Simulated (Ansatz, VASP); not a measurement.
# One calculation of Ag, two programs

File INCAR:

```
SYSTEM = Ag
PREC     = Accurate       ! precision mode
ENCUT    = 500            ! plane-wave cutoff, eV
EDIFF    = 1E-6           ! SCF threshold, eV
ISMEAR   = -1             ! smearing method
SIGMA    = 0.1            ! smearing width, eV
LREAL    = .FALSE.        ! projectors in reciprocal space
LASPH    = .TRUE.         ! aspherical terms in the spheres
NELM     = 120            ! most SCF steps
ALGO     = Normal         ! electronic algorithm
ISIF     = 2              ! what is computed and relaxed
LWAVE    = .FALSE.        ! write WAVECAR
LCHARG   = .FALSE.        ! write CHGCAR
GGA      = PE             ! functional
NBANDS   = 12             ! bands
GGA_COMPAT= .FALSE.
```

The input KPOINTS:

```
Automatic mesh
0
G
  15 15 15
  0 0 0
```

POSCAR

```
Ag
1.0
   -1.5827682225      1.5827682225      1.5827682225
    1.5827682225     -1.5827682225      1.5827682225
    1.5827682225      1.5827682225     -1.5827682225
Ag
1
Direct
    0.0000000000      0.0000000000      0.0000000000
```

Input for Ansatz:

```yaml
crystal:
  lattice:
    - [-1.5827682225, 1.5827682225, 1.5827682225]
    - [1.5827682225, -1.5827682225, 1.5827682225]
    - [1.5827682225, 1.5827682225, -1.5827682225]
  atoms:
    - { symbol: Ag, position: [0.0, 0.0, 0.0] }
hamiltonian:
  xc: pbe
  pseudopotentials:
    kind: paw
    azcp:
      Ag: "pseudopotentials/Ag.paw.azcp"
basis:
  ecutwfc: 420
  fft_grid_basis: typed
kpoints:
  mp_grid: { grid: [15, 15, 15], shift: [0, 0, 0] }
magnetization:
  spin_polarized: false
scf:
  occupations: { method: fermi_dirac, width: 0.1 }
  lower_state_search: "off"
output:
  stress: true
```

Alike in both runs: task single point; functional PBE; k mesh 15 × 15 × 15; occupations fermi-dirac, width 0.1 eV; no spin polarisation.

```csv
,VASP,Ansatz
version,VASP 6.6.1,Ansatz 0.2.0
potentials or method,"VASP PAW PBE potentials, release 64 (Ag), cutoff 500 eV","plane waves (420 eV) with PAW, scalar-relativistic"
valence electrons in the cell,11,19
```

Ansatz gave:

| Item | Value |
| --- | --- |
| pressure (GPa) | 15.9 |

Task: Which values does VASP return?

Result: Pressure (GPa): 15.7.

VASP's potentials hold 11 valence electrons a cell and Ansatz's 19, so a difference there can come from the potentials and not from the codes.
